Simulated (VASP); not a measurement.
# BiAs (zincblende type) (F-43m) in VASP: further runs, part 2 of 2

VASP 6.6.1.

## (3) Relaxation of cell and atoms, PBE

This run uses another cell than the first one, of 33.37 Å³/atom.

Input file INCAR:

```
SYSTEM = BiAs
  PREC = Accurate
  ENCUT = 600
  EDIFF = 1E-6
  ISMEAR = -1
  SIGMA = 0.05
  LREAL = .FALSE.
  LASPH = .TRUE.
  NELM = 60
  ALGO = Normal
  ISIF = 3
  LWAVE = .FALSE.
  LCHARG = .FALSE.
  GGA = PE
  IBRION = 2
  NSW = 100
  EDIFFG = -0.005
```

Input file KPOINTS:

```
Automatic mesh
0
G
  10 10 10
  0 0 0
```

Input file POSCAR:

```
BiAs
1.0
    0.0000000000      3.2195088072      3.2195088072
    3.2195088072      0.0000000000      3.2195088072
    3.2195088072      3.2195088072      0.0000000000
As Bi
1 1
Direct
    0.0000000000      0.0000000000      0.0000000000
    0.2500000000      0.2500000000      0.2500000000
```

Potentials or basis: VASP PAW PBE potentials, release 64 (As, Bi_d).

The run is started by

```
$ cat potpaw_PBE.64/As/POTCAR potpaw_PBE.64/Bi_d/POTCAR > POTCAR
$ mpirun -np 1 vasp_std > vasp.out
```

OUTCAR:

```text
SYSTEM = BiAs
   PREC = Accurate
   ENCUT = 600
   EDIFF = 1E-6
   ISMEAR = -1
   LREAL = .FALSE.
   LASPH = .TRUE.
   NELM = 60
   ISIF = 3
   GGA = PE
   IBRION = 2
   NSW = 100
   EDIFFG = -0.005

 ion  position               nearest neighbor table
   1  0.000  0.000  0.000-   2 2.79   2 2.79   2 2.79   2 2.79
   2  0.250  0.250  0.250-   1 2.79   1 2.79   1 2.79   1 2.79

  LATTYP: Found a face centered cubic cell.
 ALAT       =     6.4390176144

  Lattice vectors:

 A1 = (   0.0000000000,   3.2195088072,   3.2195088072)
 A2 = (   3.2195088072,   0.0000000000,   3.2195088072)
 A3 = (   3.2195088072,   3.2195088072,   0.0000000000)

Analysis of symmetry for initial positions (statically):
=====================================================================
 Subroutine PRICEL returns:
 Original cell was already a primitive cell.

 Routine SETGRP: Setting up the symmetry group for a
 face centered cubic supercell.

 Subroutine GETGRP returns: Found 24 space group operations
 (whereof 24 operations were pure point group operations)
 out of a pool of 48 trial point group operations.

The static configuration has the point symmetry T_d .

Analysis of symmetry for dynamics (positions and initial velocities):
=====================================================================
 Subroutine PRICEL returns:
 Original cell was already a primitive cell.

 Routine SETGRP: Setting up the symmetry group for a
 face centered cubic supercell.

 Subroutine GETGRP returns: Found 24 space group operations
 (whereof 24 operations were pure point group operations)
 out of a pool of 48 trial point group operations.

The dynamic configuration has the point symmetry T_d .

 Subroutine INISYM returns: Found 24 space group operations
 (whereof 24 operations are pure point group operations),
 and found     1 'primitive' translations

----------------------------------------------------------------------------------------

                                     Primitive cell

  volume of cell :      66.7419

  direct lattice vectors                    reciprocal lattice vectors
     0.000000000  3.219508807  3.219508807    -0.155303194  0.155303194  0.155303194
     3.219508807  0.000000000  3.219508807     0.155303194 -0.155303194  0.155303194
     3.219508807  3.219508807  0.000000000     0.155303194  0.155303194 -0.155303194

  length of vectors
     4.553073019  4.553073019  4.553073019     0.268993022  0.268993022  0.268993022

  position of ions in fractional coordinates (direct lattice)
     0.000000000  0.000000000  0.000000000
     0.250000000  0.250000000  0.250000000

  ion indices of the primitive-cell ions
   primitive index   ion index
                 1           1
                 2           2

----------------------------------------------------------------------------------------

 KPOINTS: Automatic mesh

Automatic generation of k-mesh.
 Grid dimensions read from file:
 generate k-points for:   10   10   10

 Generating k-lattice:

[... 44 lines left out ...]
   number of dos      NEDOS =    301   number of ions     NIONS =      2
   total plane-waves  NPLWV =  46656
   dimension x,y,z NGX =    36 NGY =   36 NGZ =   36
   dimension x,y,z NGXF=    72 NGYF=   72 NGZF=   72
   ions per type =               1   1
   NGX,Y,Z   is equivalent  to a cutoff of  13.14, 13.14, 13.14 a.u.
   NGXF,Y,Z  is equivalent  to a cutoff of  26.29, 26.29, 26.29 a.u.
 SYSTEM =  BiAs
   PREC   = accura    normal or accurate (medium, high low for compatibility)
   ISTART =      0    job   : 0-new  1-cont  2-samecut
   ICHARG =      2    charge: 1-file 2-atom 10-const
   ISPIN  =      1    spin polarized calculation?
   LNONCOLLINEAR =      F non collinear calculations
   LSORBIT =      F    spin-orbit coupling
   LASPH  =      T    aspherical Exc in radial PAW
   ENCUT  =  600.0 eV  44.10 Ry    6.64 a.u.   9.09  9.09  9.09*2*pi/ulx,y,z
   NELM   =     60;   NELMIN=  2; NELMDL= -5     # of ELM steps
   EDIFF  = 0.1E-05   stopping-criterion for ELM
   LREAL  =      F    real-space projection
   EDIFFG = -.5E-02   stopping-criterion for IOM
   NSW    =    100    number of steps for IOM
   IBRION =      2    ionic relax: 0-MD 1-quasi-New 2-CG
   NFREE  =      1    steps in history (QN), initial steepest desc. (CG)
   ISIF   =      3    stress and relaxation
   ISYM   =      2    0-nonsym 1-usesym 2-fastsym
   POTIM  = 0.5000    time-step for ionic-motion
   TEBEG  =    0.0;   TEEND  =   0.0 temperature during run
   PSTRESS=    0.0 pullay stress
   NELECT =      20.0000    total number of electrons
   NUPDOWN=      -1.0000    fix difference up-down
   EMIN   =  10.00;   EMAX   =-10.00  energy-range for DOS
   EFERMI =   0.00;   METHOD = LEGACY
   ISMEAR =    -1;   SIGMA  =   0.05  broadening in eV -4-tet -1-fermi 0-gaus
   EFERMI_NEDOS =   21; number of points for ismear=-14 and -15
   IALGO  =     38    algorithm
   IMIX   =      4    mixing-type and parameters
     AMIX     =   0.40;   BMIX     =  1.00
     AMIX_MAG =   1.60;   BMIX_MAG =  1.00
  volume/ion in A,a.u.               =      33.37       225.20
  Fermi-wavevector in a.u.,A,eV,Ry     =   1.095516  2.070224 16.329091  1.200154
  Thomas-Fermi vector in A             =   2.231841
   LORBIT       =      0    0 simple, 1 ext, 2 COOP (PROOUT), +10 PAW based schemes
   GGA     = PE    functional components
   LHFCALC =     F    Hartree Fock is set to
   AEXX    =    0.0000 exact exchange contribution
   IVDW    =     0    specifies the selected vdW correction
   LEPSILON=     F    determine dielectric tensor
   LRPA    =     F    only Hartree local field effects (RPA)
 conjugate gradient relaxation of ions
 non-spin polarized calculation
  energy-cutoff  :      600.00
  volume of cell :       66.74
 maximum number of plane-waves:      2252
   NGX = 19   NGY = 19   NGZ = 19

--------------------------------------- Ionic step        1  -------------------------------------------

 number of electron      20.0000004 magnetization

 Free energy of the ion-electron system (eV)
  ---------------------------------------------------
  ext. energy  EPLUGINS =         0.00000000
  ---------------------------------------------------
  free energy    TOTEN  =        -7.99851761 eV

  energy without entropy =       -7.98996755  energy(sigma->0) =       -7.99424258

------------------------ aborting loop because EDIFF is reached ----------------------------------------

  FORCE on cell =-STRESS in cart. coord.  units (eV):
  Direction    XX          YY          ZZ          XY          YZ          ZX
  --------------------------------------------------------------------------------------
  -------------------------------------------------------------------------------------
  Total        2.5226154      2.5226154      2.5226154     -0.0000000     -0.0000000     -0.0000000
  in kB       60.5567799     60.5567799     60.5567799     -0.0000000     -0.0000000     -0.0000000
  external PRESSURE =      60.5567799 kB  Pullay stress =       0.0000000 kB
[... 59 lines left out ...]
--------------------------------------- Ionic step        3  -------------------------------------------

 number of electron      20.0000008 magnetization

 Free energy of the ion-electron system (eV)
  ---------------------------------------------------
  ext. energy  EPLUGINS =         0.00000000
  ---------------------------------------------------
  free energy    TOTEN  =        -8.14605842 eV

  energy without entropy =       -8.13734618  energy(sigma->0) =       -8.14170230

 E-fermi :   3.4154     XC(G=0):  -8.2278

 val. band max:        3.3645740500   @ k =   0.5000   0.4000   0.0000
 cond. band min:       3.4157346127   @ k =   0.4000   0.3000   0.0000
 fundamental gap:      0.0511605627
 Fermi energy:         3.4154346783

 k-point     1 :       0.0000    0.0000    0.0000
  band No.  band energies     occupation
      1     -19.5293      2.00000
      2     -19.5293      2.00000
      3     -19.5293      2.00000
      4     -19.5121      2.00000
      5     -19.5121      2.00000
      6      -9.4173      2.00000
      7      -3.5694      2.00000
      8       1.8639      2.00000
      9       1.8639      2.00000
     10       1.8639      2.00000
     11       4.3597      0.00000
     12       4.3597      0.00000
     13       4.3597      0.00000
     14       7.3832      0.00000
[... 377 lines left out ...]
      1     -19.5352      2.00000
      2     -19.5226      2.00000
      3     -19.5225      2.00000
      4     -19.5139      2.00000
      5     -19.5098      2.00000
      6      -8.2678      2.00000
      7      -5.8935      2.00000
      8       0.2128      2.00000
      9       0.3949      2.00000
     10       2.9961      1.99954
     11       3.4157      0.99700
     12       6.9416      0.00000
     13       7.0674      0.00000
     14       8.8748      0.00000

 [... further k-points ...]
[... 5 lines left out ...]
  --------------------------------------------------------------------------------------
  -------------------------------------------------------------------------------------
  Total        0.0037000      0.0037000      0.0037000     -0.0000000     -0.0000000      0.0000000
  in kB        0.0786247      0.0786247      0.0786247     -0.0000000     -0.0000000      0.0000000
  external PRESSURE =       0.0786247 kB  Pullay stress =       0.0000000 kB
[... 17 lines left out ...]
  FREE ENERGIE OF THE ION-ELECTRON SYSTEM (eV)
  ---------------------------------------------------
  free  energy   TOTEN  =        -8.1460584181 eV

  energy  without entropy=       -8.1373461833  energy(sigma->0) =       -8.14170230

 reached required accuracy - stopping structural energy minimisation
```

CONTCAR:

```text
BiAs
   1.00000000000000
     0.0000000000000000    3.3530604311827141    3.3530604311827141
     3.3530604311827141   -0.0000000000000000    3.3530604311827141
     3.3530604311827141    3.3530604311827141   -0.0000000000000000
  As              Bi
     1     1
Direct
     0.0000000000000000    0.0000000000000000    0.0000000000000000
     0.2500000000000000    0.2500000000000000    0.2500000000000000

  0.00000000E+00  0.00000000E+00  0.00000000E+00
  0.00000000E+00  0.00000000E+00  0.00000000E+00
```

Wall time 51 s (1 thread of AMD EPYC 9R45 (Zen 5), shared host); peak memory 0.22 GiB.

What came out:

```
Free energy                           : -8.1461 eV
Relaxed volume                        : 37.70 Å³/atom
Relaxed cell                          : a = 4.742 Å, b = 4.742 Å, c = 4.742 Å, α = 60.00°, β = 60.00°, γ = 60.00°
Space group after relaxing (to 0.1 Å) : F-43m (No. 216)
Energy gained by relaxing             : 73.8 meV/atom
Ionic steps                           : 3
Pressure after relaxing               : 0.0 GPa
Band gap on the k mesh                : zero (bands 10 and 11 overlap by 0.74 eV)
```

Step by step:
```csv
step,energy change (eV),largest force (eV/Å),pressure (GPa),volume (Å³)
1,0.0000,0.0000,6.06,66.74
2,-0.1216,0.0000,-1.84,79.68
3,-0.1475,0.0000,0.01,75.40
```

Final structure:
```
As Bi
1.0
     0.00000    3.35306    3.35306
     3.35306    0.00000    3.35306
     3.35306    3.35306    0.00000
As Bi
1 1
Direct
  0.00000 0.00000 0.00000
  0.25000 0.25000 0.25000
```

Levels at points of the mesh, in eV from the Fermi level:
| k point | band 7 | band 8 | band 9 | band 10 | band 11 | band 12 | band 13 | band 14 |
| --- | --- | --- | --- | --- | --- | --- | --- | --- |
| (0.00, 0.00, 0.00) | -6.98 | -1.55 | -1.55 | -1.55 | 0.94 | 0.94 | 0.94 | 3.97 |
| (0.50, 0.00, 0.00) | -9.28 | -2.49 | -2.38 | -2.38 | 2.03 | 2.03 | 4.02 | 5.89 |
| (0.50, 0.50, 0.00) | -10.37 | -3.30 | -3.30 | -0.50 | -0.38 | 4.64 | 4.64 | 6.06 |

Caveat: spin-orbit coupling is left out, which moves the levels of the heavy elements.

The gap in the log of VASP goes by the Fermi energy; the results here count the filled bands.